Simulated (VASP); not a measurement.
Write the native input for VASP 6.6.1 that does the following.

- Task: relaxation of cell and atoms
- Functional: PBE
- Potentials or basis: VASP PAW PBE potentials, release 64 (Lu, N, F)
- Cutoff: 600 eV
- k mesh: 3 × 3 × 2
- Occupations: gaussian, width 0.15 eV
- Spin: no spin polarisation
- Dipole correction: no
- Further INCAR settings: ALGO = Normal; EDIFF = 1e-06; IBRION = 2; EDIFFG = -0.08; NSW = 36; ISIF = 3

The structure of Lu2NF3 lies in POSCAR:

```
Lu2NF3
1.0
    3.9600000000      0.0000000000      0.0000000000
    0.0000000000      3.9600000000      0.0000000000
    0.0000000000      0.0000000000      5.6000000000
Lu N F
2 1 3
Direct
    0.5000000000      0.0000000000      0.2400000000
    0.0000000000      0.5000000000      0.7600000000
    0.0000000000      0.0000000000      0.0000000000
    0.5000000000      0.5000000000      0.0000000000
    0.5000000000      0.5000000000      0.5000000000
    0.0000000000      0.0000000000      0.5000000000
```

The input as run:

INCAR

```
PREC = Accurate
ENCUT = 600
EDIFF = 1E-6
ISMEAR = 0
SIGMA = 0.15
LREAL = False
LASPH = True
NELM = 100
ALGO = Normal
ISIF = 3
LWAVE = False
LCHARG = False
GGA = PE
IBRION = 2
NSW = 36
EDIFFG = -0.08
```

KPOINTS

```
Automatic mesh
0
Gamma
  3 3 2
```

Potentials or basis: VASP PAW PBE potentials, release 64 (Lu, N, F).

Run with:

```sh
$ cat potpaw_PBE.64/Lu/POTCAR potpaw_PBE.64/N/POTCAR potpaw_PBE.64/F/POTCAR > POTCAR
$ mpirun -np 1 vasp_std > vasp.out
```

Results of the run:

```
Relaxed volume                         : 13.41 Å³/atom
Relaxed cell                           : a = 3.833 Å, b = 3.833 Å, c = 5.476 Å, α = 90.00°, β = 90.00°, γ = 90.00°
Space group after relaxing (to 0.05 Å) : P-4m2 (No. 115)
Energy gained by relaxing              : 119.1 meV/atom
Ionic steps                            : 5
Pressure after relaxing                : 0.4 GPa
Largest force after relaxing           : 0.078 eV/Å
Band gap on the k mesh                 : 2.51 eV, indirect (least direct gap 2.98 eV)
```

Caveat: the k points lie up to 0.57 Å⁻¹ apart in the final cell; spin-orbit coupling is left out, which moves the levels of the heavy elements; the relaxation stopped at a loose force limit of 0.08 eV/Å, so its end isn't a converged minimum.

Run time: 2.9 min on 1 thread of Intel(R) Xeon(R) 6975P-C (Granite Rapids), with other jobs on the host, peak memory 0.24 GiB.
